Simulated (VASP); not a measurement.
# Zn (P1) in VASP: notebook, part 2 of 2

VASP 6.6.1. The steps go on from the part before.

**4. Single point, LDA**

INCAR

```
SYSTEM = Zn
ALGO = Fast ; EDIFF = 1E-7
ENCUT = 520 ; ISIF = 2
ISMEAR = 1 ; LASPH = .TRUE.
LCHARG = .TRUE. ; LELF = .TRUE.
LREAL = .FALSE. ; LVHAR = .TRUE.
LWAVE = .FALSE. ; NBANDS = 25
NELM = 80 ; PREC = Accurate
SIGMA = 0.005
```

KPOINTS

```
k-points
0
G
  8 8 3
  0 0 0
```

POSCAR

```
Zn
1.0
    2.2681701736     -1.3084870100      0.0000000000
    2.2681701736      1.3084870100      0.0000000000
   -1.5917165425      0.0000000000      7.3004081919
Zn
3
Direct
    0.7957720000      0.7623420000      0.3380220000
    0.2277230000      0.2232540000      0.6708490000
   -0.0010090000      0.0084540000     -0.0005550000
```

Potentials or basis: VASP PAW LDA potentials, release 64 (Zn).

Run with:

```
$ cat potpaw_LDA.64/Zn/POTCAR > POTCAR
$ mpirun -np 1 vasp_std > vasp.out
```

OUTCAR:

```text
SYSTEM = Zn
   EDIFF = 1E-7
   ENCUT = 520
   ISIF = 2
   ISMEAR = 1
   LASPH = .TRUE.
   LREAL = .FALSE.
   NELM = 80
   PREC = Accurate

 ion  position               nearest neighbor table
   1  0.796  0.762  0.338-   2 2.85   2 2.85   3 2.86   2 2.88   3 2.91   3 2.92
   2  0.228  0.223  0.671-   3 2.82   3 2.84   3 2.84   1 2.85   1 2.85   1 2.88
   3  0.999  0.008  0.999-   2 2.82   2 2.84   2 2.84   1 2.86   1 2.91   1 2.92

  LATTYP: Found a base centered monoclinic cell.
 ALAT       =     4.5363403472
 B/A-ratio  =     0.5768910222
 C/A-ratio  =     1.6471240986
 COS(beta)  =    -0.2130265715

  Lattice vectors:

 A1 = (   2.2681701736,  -1.3084870100,   0.0000000000)
 A2 = (   2.2681701736,   1.3084870100,   0.0000000000)
 A3 = (  -1.5917165425,   0.0000000000,   7.3004081919)

Analysis of symmetry for initial positions (statically):
=====================================================================
 Subroutine PRICEL returns:
 Original cell was already a primitive cell.

 Routine SETGRP: Setting up the symmetry group for a
 base centered monoclinic supercell.

 Subroutine GETGRP returns: Found  1 space group operations
 (whereof  1 operations were pure point group operations)
 out of a pool of  4 trial point group operations.

The static configuration has the point symmetry C_1 .

Analysis of symmetry for dynamics (positions and initial velocities):
=====================================================================
 Subroutine PRICEL returns:
 Original cell was already a primitive cell.

 Routine SETGRP: Setting up the symmetry group for a
 base centered monoclinic supercell.

 Subroutine GETGRP returns: Found  1 space group operations
 (whereof  1 operations were pure point group operations)
 out of a pool of  4 trial point group operations.

The dynamic configuration has the point symmetry C_1 .

[... 110 lines left out ...]
   PSTRESS=    0.0 pullay stress
   NELECT =      36.0000    total number of electrons
   NUPDOWN=      -1.0000    fix difference up-down
   EMIN   =  10.00;   EMAX   =-10.00  energy-range for DOS
   EFERMI =   0.00;   METHOD = LEGACY
   ISMEAR =     1;   SIGMA  =   0.01  broadening in eV -4-tet -1-fermi 0-gaus
   EFERMI_NEDOS =   21; number of points for ismear=-14 and -15
   IALGO  =     68    algorithm
   IMIX   =      4    mixing-type and parameters
     AMIX     =   0.40;   BMIX     =  1.00
     AMIX_MAG =   1.60;   BMIX_MAG =  1.00
  volume/ion in A,a.u.               =      14.44        97.48
  Fermi-wavevector in a.u.,A,eV,Ry     =   1.538987  2.908264 32.225138  2.368481
  Thomas-Fermi vector in A             =   2.645278
   LORBIT       =      0    0 simple, 1 ext, 2 COOP (PROOUT), +10 PAW based schemes
   GGA     = CA    functional components
   LHFCALC =     F    Hartree Fock is set to
   AEXX    =    0.0000 exact exchange contribution
   IVDW    =     0    specifies the selected vdW correction
   LEPSILON=     F    determine dielectric tensor
   LRPA    =     F    only Hartree local field effects (RPA)
 non-spin polarized calculation
 RMM-DIIS sequential band-by-band and
 Methfessel and Paxton  Order N= 1 SIGMA  =   0.01
  energy-cutoff  :      520.00
  volume of cell :       43.33
 maximum number of plane-waves:      1184
   NGX =  9   NGY =  9   NGZ = 27

 number of electron      35.9999985 magnetization

 Free energy of the ion-electron system (eV)
  ---------------------------------------------------
  ext. energy  EPLUGINS =         0.00000000
  ---------------------------------------------------
  free energy    TOTEN  =        -5.53177040 eV

  energy without entropy =       -5.53173537  energy(sigma->0) =       -5.53175872

 E-fermi :   3.0524     XC(G=0): -12.1616

 val. band max:        3.0504369737   @ k =   0.0000  -0.3750  -0.3333
 cond. band min:       3.0528689273   @ k =   0.3750   0.0000   0.3333
 fundamental gap:      0.0024319535
 Fermi energy:         3.0523547185

 k-point     1 :       0.0000    0.0000    0.0000
  band No.  band energies     occupation
      1      -7.5645      2.00000
      2      -5.8182      2.00000
      3      -5.7975      2.00000
      4      -4.8950      2.00000
      5      -4.6518      2.00000
      6      -4.6489      2.00000
[... 661 lines left out ...]
     24      13.6478      0.00000
     25      13.7772      0.00000

 [... further k-points ...]
[... 5 lines left out ...]
  --------------------------------------------------------------------------------------
  -------------------------------------------------------------------------------------
  Total       -0.8820101     -1.6285138     -1.2402528      0.0372655      0.0016552     -0.2811321
  in kB      -32.6108379    -60.2115553    -45.8562593      1.3778305      0.0611966    -10.3943859
  external PRESSURE =     -46.2262175 kB  Pullay stress =       0.0000000 kB

 VOLUME and BASIS-vectors are now :
 -----------------------------------------------------------------------------
  energy-cutoff  :      520.00
  volume of cell :       43.33
      direct lattice vectors                 reciprocal lattice vectors
     2.268170174 -1.308487010  0.000000000     0.220442013 -0.382120721  0.048063230
     2.268170174  1.308487010  0.000000000     0.220442013  0.382120721  0.048063230
    -1.591716542  0.000000000  7.300408192     0.000000000  0.000000000  0.136978642

 POSITION                                       TOTAL-FORCE (eV/Angst)
 -----------------------------------------------------------------------------------
      2.99603     -0.04374      2.46770         0.006173      0.027976      0.011549
     -0.04491     -0.00585      4.89747         0.001076     -0.002616     -0.059100
      0.69422     -1.29610      7.29636        -0.007249     -0.025360      0.047550
 -----------------------------------------------------------------------------------
    total drift:                               -0.000895      0.000612     -0.000450

  FREE ENERGIE OF THE ION-ELECTRON SYSTEM (eV)
  ---------------------------------------------------
  free  energy   TOTEN  =        -5.5317703975 eV

  energy  without entropy=       -5.5317353706  energy(sigma->0) =       -5.53175872
```

stdout:

```text
POSCAR found type information on POSCAR Zn
 POSCAR found :  1 types and       3 ions
 scaLAPACK will be used
 LDA part: xc-table for (Slater(with rela. corr.)+CA(PZ))
 , standard interpolation
 POSCAR, INCAR and KPOINTS ok, starting setup
 FFT: planning ... GRIDC
 FFT: planning ... GRID_SOFT
 FFT: planning ... GRID
 WAVECAR not read
 entering main loop
WARNING in EDDRMM: call to ZHEGV failed, returncode =   8  4     21
```

Run time: 47 s. Hardware: 1 thread of Intel Xeon Platinum 8559C (Emerald Rapids), shared host; peak memory 0.18 GiB.

What came out:

```yaml
Free_energy: -5.5318 eV
Pressure: -4.6 GPa
Largest_force: 0.059 eV/Å
Band_gap_on_the_k_mesh: zero (bands 18 and 19 overlap by 3.21 eV)
```

Forces in eV/Å, atoms in the order of the input:
```
Zn   0.006  0.028  0.012
Zn   0.001 -0.003 -0.059
Zn  -0.007 -0.025  0.048
```

Caveat: the cell stands under tension.

**5. Overview**

```csv
smearing,further INCAR settings,gap on the mesh (eV),pressure (GPa),largest force (eV/Å)
methfessel-paxton 0.025 eV,ALGO = Fast; EDIFF = 1e-06; NBANDS = 25,none,-4.9,0.06
methfessel-paxton 0.01 eV,ALGO = Fast; EDIFF = 1e-07; NBANDS = 25,none,-4.6,0.06
methfessel-paxton 0.005 eV,ALGO = Fast; EDIFF = 1e-07; NBANDS = 25,none,-4.6,0.06
```

Alike in all rows: task single point; level LDA; potentials or basis VASP PAW LDA potentials, release 64 (Zn); no spin polarisation; cell as given; k mesh 8 × 8 × 3; cutoff (eV) 520.

Caveats: the cell stands under tension.

Total energies depend on the potentials used, so only differences within one code and one set of settings carry meaning.
